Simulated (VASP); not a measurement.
# InP (P6_3/mmc) in VASP: notebook

The runs below take InP through single point, with PBE, r2SCAN.

Program: VASP 6.6.1. These are calculated values, not measurements. Logs are shortened: lines on timing, memory, paths and dates and some standing lists are left out, and cuts for length are marked.

**1. The cell of the first run**

The structure is hexagonal, space group P6_3/mmc (No. 194). The conventional cell has a = 3.853 Å, b = 3.853 Å, c = 6.553 Å, α = 90.00°, β = 90.00°, γ = 120.00°. In (site symmetry -3m) has 6 P at 2.76 Å and 2 In at 3.28 Å within 3.6 Å. P (site symmetry -6m2) has 6 In at 2.76 Å within 3.6 Å.

**2. Single point, PBE**

The input, INCAR:

```
  ALGO = Normal
  EDIFF = 1E-6
  ENCUT = 520
  GGA = PE
  ISIF = 2
  ISMEAR = -1
  LASPH = T
  LCHARG = T
  LELF = T
  LREAL = F
  LVHAR = T
  LWAVE = F
  NBANDS = 26
  NELM = 80
  PREC = Accurate
  SIGMA = 0.02
```

The input, KPOINTS:

```
k-points
0
Gamma
  6 6 4
```

The input, POSCAR:

```
InP
1.0
    3.8532866816      0.0000000000      0.0000000000
   -1.9266433408      3.3370441544      0.0000000000
    0.0000000000      0.0000000000      6.5534407716
In P
2 2
Direct
    0.0000000000      0.0000000000      0.0000000000
    0.0000000000      0.0000000000      0.5000000000
    0.3333333333      0.6666666667      0.2500000000
    0.6666666667      0.3333333333      0.7500000000
```

Potentials or basis: VASP PAW PBE potentials, release 64 (In_d, P).

The run is started by

```
$ cat potpaw_PBE.64/In_d/POTCAR potpaw_PBE.64/P/POTCAR > POTCAR
$ mpirun -np 1 vasp_std > vasp.out
```

OUTCAR:

```text
EDIFF = 1E-6
   ENCUT = 520
   GGA = PE
   ISIF = 2
   ISMEAR = -1
   LASPH = T
   LREAL = F
   NELM = 80
   PREC = Accurate

 ion  position               nearest neighbor table
   1  0.000  0.000  0.000-   3 2.76   4 2.76   4 2.76   3 2.76   4 2.76   3 2.76   2 3.28   2 3.28

   2  0.000  0.000  0.500-   3 2.76   4 2.76   4 2.76   3 2.76   4 2.76   3 2.76   1 3.28   1 3.28

   3  0.333  0.667  0.250-   1 2.76   2 2.76   1 2.76   2 2.76   1 2.76   2 2.76
   4  0.667  0.333  0.750-   1 2.76   2 2.76   1 2.76   2 2.76   1 2.76   2 2.76

  LATTYP: Found a hexagonal cell.
 ALAT       =     3.8532866816
 C/A-ratio  =     1.7007405140

  Lattice vectors:

 A1 = (   3.8532866816,   0.0000000000,   0.0000000000)
 A2 = (  -1.9266433408,   3.3370441544,   0.0000000000)
 A3 = (   0.0000000000,   0.0000000000,   6.5534407716)

Analysis of symmetry for initial positions (statically):
=====================================================================
 Subroutine PRICEL returns:
 Original cell was already a primitive cell.

 Routine SETGRP: Setting up the symmetry group for a
 hexagonal supercell.

 Subroutine GETGRP returns: Found 24 space group operations
 (whereof 12 operations were pure point group operations)
 out of a pool of 24 trial point group operations.

The static configuration has the point symmetry D_3d.
 The point group associated with its full space group is D_6h.

Analysis of symmetry for dynamics (positions and initial velocities):
=====================================================================
 Subroutine PRICEL returns:
 Original cell was already a primitive cell.

 Routine SETGRP: Setting up the symmetry group for a
 hexagonal supercell.

 Subroutine GETGRP returns: Found 24 space group operations
 (whereof 12 operations were pure point group operations)
 out of a pool of 24 trial point group operations.

The dynamic configuration has the point symmetry D_3d.
 The point group associated with its full space group is D_6h.

 Subroutine INISYM returns: Found 24 space group operations
 (whereof 12 operations are pure point group operations),
 and found     1 'primitive' translations

----------------------------------------------------------------------------------------

                                     Primitive cell

  volume of cell :      84.2680

  direct lattice vectors                    reciprocal lattice vectors
     3.853286682  0.000000000  0.000000000     0.259518713  0.149833199  0.000000000
    -1.926643341  3.337044154  0.000000000     0.000000000  0.299666397  0.000000000
     0.000000000  0.000000000  6.553440772     0.000000000  0.000000000  0.152591598

  length of vectors
     3.853286682  3.853286682  6.553440772     0.299666397  0.299666397  0.152591598

  position of ions in fractional coordinates (direct lattice)
     0.000000000  0.000000000  0.000000000
     0.000000000  0.000000000  0.500000000
     0.333333333  0.666666667  0.250000000
     0.666666667  0.333333333  0.750000000

  ion indices of the primitive-cell ions
   primitive index   ion index
                 1           1
                 2           2
                 3           3
                 4           4

----------------------------------------------------------------------------------------

 KPOINTS: k-points

Automatic generation of k-mesh.
 Grid dimensions read from file:
 generate k-points for:    6    6    4

 Generating k-lattice:

  Cartesian coordinates                     Fractional coordinates (reciprocal lattice)
     0.043253119  0.024972200  0.000000000     0.166666667  0.000000000  0.000000000
     0.000000000  0.049944400  0.000000000     0.000000000  0.166666667  0.000000000
     0.000000000  0.000000000  0.038147900     0.000000000  0.000000000  0.250000000

  Length of vectors
     0.049944400  0.049944400  0.038147900

  Shift w.r.t. Gamma in fractional coordinates (k-lattice)
     0.000000000  0.000000000  0.000000000

 Subroutine IBZKPT returns following result:
 ===========================================

 Found     21 irreducible k-points:

 Following reciprocal coordinates:
            Coordinates               Weight
  0.000000  0.000000  0.000000      1.000000
  0.166667  0.000000  0.000000      6.000000
  0.333333 -0.000000  0.000000      6.000000
  0.500000 -0.000000  0.000000      3.000000
  0.166667  0.166667  0.000000      6.000000
  0.333333  0.166667  0.000000     12.000000
[... 13 lines left out ...]
  0.333333  0.166667  0.500000     12.000000
  0.333333  0.333333  0.500000      2.000000
   k-points           NKPTS =     21   k-points in BZ     NKDIM =     21   number of bands    NBANDS=     26
   number of dos      NEDOS =    301   number of ions     NIONS =      4
   total plane-waves  NPLWV =  45000
   dimension x,y,z NGX =    30 NGY =   30 NGZ =   50
   dimension x,y,z NGXF=    60 NGYF=   60 NGZF=  100
   ions per type =               2   2
   NGX,Y,Z   is equivalent  to a cutoff of  12.94, 12.94, 12.68 a.u.
   NGXF,Y,Z  is equivalent  to a cutoff of  25.89, 25.89, 25.37 a.u.
 SYSTEM =  unknown system
   PREC   = accura    normal or accurate (medium, high low for compatibility)
   ISTART =      0    job   : 0-new  1-cont  2-samecut
   ICHARG =      2    charge: 1-file 2-atom 10-const
   ISPIN  =      1    spin polarized calculation?
   LNONCOLLINEAR =      F non collinear calculations
   LSORBIT =      F    spin-orbit coupling
   LASPH  =      T    aspherical Exc in radial PAW
   ENCUT  =  520.0 eV  38.22 Ry    6.18 a.u.   7.16  7.16 12.19*2*pi/ulx,y,z
   NELM   =     80;   NELMIN=  2; NELMDL= -5     # of ELM steps
   EDIFF  = 0.1E-05   stopping-criterion for ELM
   LREAL  =      F    real-space projection
   EDIFFG = 0.1E-04   stopping-criterion for IOM
   NSW    =      0    number of steps for IOM
   IBRION =     -1    ionic relax: 0-MD 1-quasi-New 2-CG
   NFREE  =      0    steps in history (QN), initial steepest desc. (CG)
   ISIF   =      2    stress and relaxation
   ISYM   =      2    0-nonsym 1-usesym 2-fastsym
   POTIM  = 0.5000    time-step for ionic-motion
   TEBEG  =    0.0;   TEEND  =   0.0 temperature during run
   PSTRESS=    0.0 pullay stress
   NELECT =      36.0000    total number of electrons
   NUPDOWN=      -1.0000    fix difference up-down
   EMIN   =  10.00;   EMAX   =-10.00  energy-range for DOS
   EFERMI =   0.00;   METHOD = LEGACY
   ISMEAR =    -1;   SIGMA  =   0.02  broadening in eV -4-tet -1-fermi 0-gaus
   EFERMI_NEDOS =   21; number of points for ismear=-14 and -15
   IALGO  =     38    algorithm
   IMIX   =      4    mixing-type and parameters
     AMIX     =   0.40;   BMIX     =  1.00
     AMIX_MAG =   1.60;   BMIX_MAG =  1.00
  volume/ion in A,a.u.               =      21.07       142.17
  Fermi-wavevector in a.u.,A,eV,Ry     =   1.232976  2.329988 20.683997  1.520231
  Thomas-Fermi vector in A             =   2.367725
   LORBIT       =      0    0 simple, 1 ext, 2 COOP (PROOUT), +10 PAW based schemes
   GGA     = PE    functional components
   LHFCALC =     F    Hartree Fock is set to
   AEXX    =    0.0000 exact exchange contribution
   IVDW    =     0    specifies the selected vdW correction
   LEPSILON=     F    determine dielectric tensor
   LRPA    =     F    only Hartree local field effects (RPA)
 non-spin polarized calculation
  energy-cutoff  :      520.00
  volume of cell :       84.27
 maximum number of plane-waves:      2295
 NGX is ok and might be reduce to    30
   NGX = 15   NGY = 15   NGZ = 25

 number of electron      36.0000017 magnetization

 Free energy of the ion-electron system (eV)
  ---------------------------------------------------
  ext. energy  EPLUGINS =         0.00000000
  ---------------------------------------------------
  free energy    TOTEN  =       -15.56111551 eV

  energy without entropy =      -15.55760296  energy(sigma->0) =      -15.55935924

 E-fermi :   7.3283     XC(G=0): -10.4047

 val. band max:        7.3115431340   @ k =   0.5000  -0.0000   0.0000
 cond. band min:       7.3462962184   @ k =   0.5000  -0.0000   0.2500
 fundamental gap:      0.0347530843
 Fermi energy:         7.3283485736

 k-point     1 :       0.0000    0.0000    0.0000
  band No.  band energies     occupation
      1      -7.3161      2.00000
      2      -7.2091      2.00000
      3      -7.2091      2.00000
      4      -7.1075      2.00000
      5      -7.1075      2.00000
      6      -7.1001      2.00000
[... 18 lines left out ...]
     25      13.4932      0.00000
     26      13.6232      0.00000

 k-point     2 :       0.1667    0.0000    0.0000
  band No.  band energies     occupation
      1      -7.3062      2.00000
      2      -7.2814      2.00000
      3      -7.2062      2.00000
      4      -7.1203      2.00000
      5      -7.1095      2.00000
      6      -7.0850      2.00000
[... 18 lines left out ...]
     25      13.3634      0.00000
     26      13.8160      0.00000

 k-point     3 :       0.3333   -0.0000    0.0000
  band No.  band energies     occupation
      1      -7.4148      2.00000
      2      -7.2866      2.00000
      3      -7.2106      2.00000
      4      -7.1513      2.00000
      5      -7.1275      2.00000
      6      -7.0474      2.00000
[... 18 lines left out ...]
     25      14.4203      0.00000
     26      15.3175      0.00000

 k-point     4 :       0.5000   -0.0000    0.0000
  band No.  band energies     occupation
      1      -7.4753      2.00000
      2      -7.2780      2.00000
      3      -7.2153      2.00000
      4      -7.1682      2.00000
      5      -7.1362      2.00000
      6      -7.0371      2.00000
[... 18 lines left out ...]
     25      14.3118      0.00000
     26      16.7383      0.00000
[... 409 lines left out ...]
      1      -7.2457      2.00000
      2      -7.2457      2.00000
      3      -7.1380      2.00000
      4      -7.1380      2.00000
      5      -7.1021      2.00000
      6      -7.1021      2.00000
[... 18 lines left out ...]
     25      14.1817      0.00000
     26      14.1817      0.00000

 k-point    20 :       0.3333    0.1667    0.5000
  band No.  band energies     occupation
      1      -7.2938      2.00000
      2      -7.2938      2.00000
      3      -7.1448      2.00000
      4      -7.1448      2.00000
      5      -7.1018      2.00000
      6      -7.1018      2.00000
[... 18 lines left out ...]
     25      15.4842      0.00000
     26      15.4844      0.00000

 k-point    21 :       0.3333    0.3333    0.5000
  band No.  band energies     occupation
      1      -7.2849      2.00000
      2      -7.2849      2.00000
      3      -7.1695      2.00000
      4      -7.1695      2.00000
      5      -7.0742      2.00000
      6      -7.0742      2.00000
[... 18 lines left out ...]
     25      15.2572      0.00000
     26      15.2572      0.00000

------------------------ aborting loop because EDIFF is reached ----------------------------------------

  FORCE on cell =-STRESS in cart. coord.  units (eV):
  Direction    XX          YY          ZZ          XY          YZ          ZX
  --------------------------------------------------------------------------------------
  -------------------------------------------------------------------------------------
  Total        0.9030425      0.9030425      1.0597763      0.0000000      0.0000000     -0.0000000
  in kB       17.1694390     17.1694390     20.1494001      0.0000000      0.0000000     -0.0000000
  external PRESSURE =      18.1627594 kB  Pullay stress =       0.0000000 kB

 VOLUME and BASIS-vectors are now :
 -----------------------------------------------------------------------------
  energy-cutoff  :      520.00
  volume of cell :       84.27
      direct lattice vectors                 reciprocal lattice vectors
     3.853286682  0.000000000  0.000000000     0.259518713  0.149833199  0.000000000
    -1.926643341  3.337044154  0.000000000     0.000000000  0.299666397  0.000000000
     0.000000000  0.000000000  6.553440772     0.000000000  0.000000000  0.152591598

 POSITION                                       TOTAL-FORCE (eV/Angst)
 -----------------------------------------------------------------------------------
      0.00000      0.00000      0.00000         0.000000      0.000000     -0.000000
      0.00000      0.00000      3.27672        -0.000000      0.000000     -0.000000
     -0.00000      2.22470      1.63836        -0.000000      0.000000      0.000000
      1.92664      1.11235      4.91508         0.000000     -0.000000      0.000000
 -----------------------------------------------------------------------------------
    total drift:                                0.000000      0.000000      0.000000

  FREE ENERGIE OF THE ION-ELECTRON SYSTEM (eV)
  ---------------------------------------------------
  free  energy   TOTEN  =       -15.5611155145 eV

  energy  without entropy=      -15.5576029573  energy(sigma->0) =      -15.55935924
```

It took 19 s on 1 thread of Intel Xeon 6975P-C (Granite Rapids), shared host; peak memory 0.21 GiB.

What came out:

- Free energy: -15.5611 eV
- Pressure: 1.8 GPa
- Band gap on the k mesh: zero (band 18 reaches 7.55 eV, above the bottom of band 19 at 4.81 eV)

Caveat: spin-orbit coupling is left out, which moves the levels of the heavy elements.

**3. Single point, PBE**

The input, INCAR:

```
PREC = Accurate ; ENCUT = 520
EDIFF = 1E-7 ; ISMEAR = 1
SIGMA = 0.05 ; LREAL = F
LASPH = T ; NELM = 80
ALGO = Normal ; ISIF = 2
LWAVE = F ; LCHARG = F
GGA = PE ; NBANDS = 26
```

The input, KPOINTS:

```
Automatic mesh
0
Gamma
  6 6 4
```

POSCAR is that of step 2.

Potentials or basis: VASP PAW PBE potentials, release 64 (In_d, P).

The run is started by

```
$ cat potpaw_PBE.64/In_d/POTCAR potpaw_PBE.64/P/POTCAR > POTCAR
$ mpirun -np 1 vasp_std > vasp.out
```

Run time: 24 s. Hardware: 1 thread of Intel Xeon 6975P-C (Granite Rapids), shared host; peak memory 0.21 GiB.

Results (log left out):

```
Free energy            : -15.5593 eV
Pressure               : 1.8 GPa
Band gap on the k mesh : zero (band 18 reaches 7.55 eV, above the bottom of band 19 at 4.81 eV)
```

Stress tensor (GPa, compression positive):
```
1.75 0.00 0.00
0.00 1.75 0.00
0.00 0.00 1.85
```

Levels at points of the mesh, in eV from the Fermi level:
```tsv
k point	band 15	band 16	band 17	band 18	band 19	band 20	band 21	band 22
(0.00, 0.00, 0.00)	-0.51	-0.51	0.06	0.12	0.12	2.33	4.71	4.71
(0.50, 0.00, 0.00)	-3.87	-3.67	-2.39	-0.02	1.22	1.93	2.38	3.29
(0.00, 0.00, 0.50)	-0.15	-0.15	-0.15	-0.15	2.32	2.32	4.75	4.75
(0.50, 0.00, 0.50)	-1.82	-1.82	-1.51	-1.51	0.07	0.07	3.55	3.55
```

Caveat: spin-orbit coupling is left out, which moves the levels of the heavy elements.

**4. Single point, r2SCAN**

POSCAR is that of step 3.

The input, INCAR.step1:

```
PREC = Accurate
ENCUT = 520
ISMEAR = -1
SIGMA = 0.02
LREAL = F
LASPH = T
NELM = 60
NBANDS = 26
GGA = PE
ALGO = Normal
EDIFF = 1E-4
LWAVE = T
LCHARG = F
```

The input, INCAR.step2:

```
PREC = Accurate
ENCUT = 520
EDIFF = 1E-6
ISMEAR = -1
SIGMA = 0.02
LREAL = F
LASPH = T
NELM = 60
ALGO = Normal
ISIF = 2
LWAVE = F
LCHARG = F
METAGGA = R2SCAN
LMIXTAU = T
NBANDS = 26
ISTART = 1
```

The input, KPOINTS:

```
regular mesh
0
Gamma
  6 6 4
```

The run is started by

```
$ cat potpaw_PBE.64/In_d/POTCAR potpaw_PBE.64/P/POTCAR > POTCAR
$ cp INCAR.step1 INCAR
$ mpirun -np 1 vasp_std > vasp.out
$ cp INCAR.step2 INCAR
$ mpirun -np 1 vasp_std > vasp.out
```

Run time: 68 s. Hardware: 1 thread of Intel Xeon 6975P-C (Granite Rapids), shared host; peak memory 0.22 GiB.

Results (log left out):

* Free energy: -63.1979 eV
* Pressure: 0.0 GPa
* Band gap on the k mesh: zero (band 18 reaches 7.43 eV, above the bottom of band 19 at 4.85 eV)

Stress tensor (GPa, compression positive):
```
 0.06  0.00  0.00
 0.00  0.06  0.00
 0.00  0.00 -0.23
```

Levels at points of the mesh, in eV from the Fermi level:
| k point | band 14 | band 15 | band 16 | band 17 | band 18 | band 19 | band 20 | band 21 | band 22 | band 23 |
| --- | --- | --- | --- | --- | --- | --- | --- | --- | --- | --- |
| (0.00, 0.00, 0.00) | -0.79 | -0.55 | -0.55 | 0.11 | 0.11 | 0.53 | 2.80 | 5.09 | 5.09 | 6.44 |
| (0.50, 0.00, 0.00) | -4.81 | -4.01 | -3.66 | -2.50 | -0.04 | 1.35 | 2.23 | 2.80 | 3.58 | 5.51 |
| (0.00, 0.00, 0.50) | -4.53 | -0.18 | -0.18 | -0.18 | -0.18 | 2.78 | 2.78 | 5.11 | 5.11 | 5.11 |
| (0.50, 0.00, 0.50) | -6.49 | -1.87 | -1.87 | -1.58 | -1.58 | 0.28 | 0.28 | 3.89 | 3.89 | 6.49 |

Caveat: the PAW data sets were made with another functional, which shifts forces and pressure a little; spin-orbit coupling is left out, which moves the levels of the heavy elements.

**5. Overview**

| level | smearing | gap on the mesh (eV) | pressure (GPa) |
| --- | --- | --- | --- |
| PBE | fermi-dirac 0.02 eV | none | 1.8 |
| PBE | methfessel-paxton 0.05 eV | none | 1.8 |
| r2SCAN | fermi-dirac 0.02 eV | none | 0.0 |

Alike in all rows: task single point; potentials or basis VASP PAW PBE potentials, release 64 (In_d, P); no spin polarisation; cell as given; k mesh 6 × 6 × 4; cutoff (eV) 520.

Every run on the cell as given and a fine mesh finds a metal. The pressure there spans 0.0 GPa (r2SCAN) to 1.8 GPa (PBE); a positive pressure means that this level wants a larger cell, a negative one a smaller.

Caveats: spin-orbit coupling is left out, which moves the levels of the heavy elements; the PAW data sets were made with another functional, which shifts forces and pressure a little (some runs).

Absolute energies hang on the potentials; compare differences alone.
